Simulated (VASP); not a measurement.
A run of VASP 6.6.1 is set up as follows.

INCAR

```
  ALGO = Normal
  EDIFF = 1E-6
  EDIFFG = -0.005
  ENCUT = 600
  GGA = PE
  IBRION = 2
  ISIF = 3
  ISMEAR = -1
  LASPH = True
  LCHARG = False
  LREAL = False
  LWAVE = False
  NELM = 80
  NSW = 80
  PREC = Accurate
  SIGMA = 0.02
```

Contents of KPOINTS:

```
k-points
0
Gamma
  6 6 6
```

File POSCAR:

```
TiO2
1.0
    3.4124639900      0.0000000000      0.0000000000
    0.0000000000      3.4124639900      0.0000000000
    0.0000000000      0.0000000000      4.9602850700
Ti O
2 4
Direct
    0.5000000000      0.5000000000      0.5000000000
    0.0000000000      0.0000000000      0.0000000000
    0.0000000000      0.5000000000      0.6972078800
    0.5000000000      0.0000000000      0.8027921200
    0.5000000000      0.0000000000      0.3027921200
    0.0000000000      0.5000000000      0.1972078800
```

Potentials or basis: VASP PAW PBE potentials, release 64 (Ti_sv, O).

Command:

```console
$ cat potpaw_PBE.64/Ti_sv/POTCAR potpaw_PBE.64/O/POTCAR > POTCAR
$ mpirun -np 1 vasp_std > vasp.out
```

(1) Estimate the band gap on the k mesh.

(2) Predict the space group after relaxing (to 0.1 Å).

(3) What does it give for the relaxed cell?

Results:

(1) 2.51 eV (least direct gap 2.53 eV).

(2) P4_2/nmc (No. 137).

(3) a = 3.393 Å, b = 3.393 Å, c = 5.316 Å, α = 90.00°, β = 90.00°, γ = 90.00°.
